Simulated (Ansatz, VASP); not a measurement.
# Two plane-wave programs on CoO

```
CELL_PARAMETERS angstrom
1.50547 0.86918 2.43993
-1.50547 0.86918 2.43993
0.00000 -1.73837 2.43993
ATOMIC_POSITIONS crystal
Co 0.00000 0.00000 0.00000
O 0.50000 0.50000 0.50000
```

Alike in both runs: task relaxation of cell and atoms; functional LDA; k mesh 11 × 11 × 11; occupations fermi-dirac, width 0.05 eV; collinear spin.

|  | VASP | Ansatz |
| --- | --- | --- |
| version | VASP 6.6.1 | Ansatz 0.2.0 |
| potentials or method | VASP PAW LDA potentials, release 64 (Co, O) | Ansatz PAW |
| plane-wave cutoff (eV) | 600 | 420 |
| valence electrons in the cell | 15 | 23 |

Ansatz gave:

```
gap on the k mesh at the Fermi level, each at its own relaxed structure (eV) : none
net moment per atom (μB)                                                     : 1.09
size of the moment on the site where the two differ most (μB)                : 1.87
relaxed volume (Å³/atom)                                                     : 8.40
relaxed cell length with the largest relative difference (Å)                 : 2.773
```

Question: Which values does VASP return?

Answer: gap on the k mesh at the Fermi level, each at its own relaxed structure (eV): none; net moment per atom (μB): 0.97; size of the moment on the site where the two differ most (μB): 1.75; relaxed volume (Å³/atom): 8.31; relaxed cell length with the largest relative difference (Å): 2.765.

The net moments are unlike, so the other rows may belong to different states. LDA's correlation is that of Perdew and Zunger in VASP and of Perdew and Wang (1992) in Ansatz. Site moments also hang on the region over which each program counts them. A gap of «none» marks a metal or a gap that the smearing closes. VASP's potentials hold 15 valence electrons a cell and Ansatz's 23, so a difference there can come from the potentials and not from the codes.

Noted on Ansatz's run: Pulay correction over one GPa; the plane-wave basis is chosen anew once the cell has moved, so the energies of steps on either side of that aren't comparable.
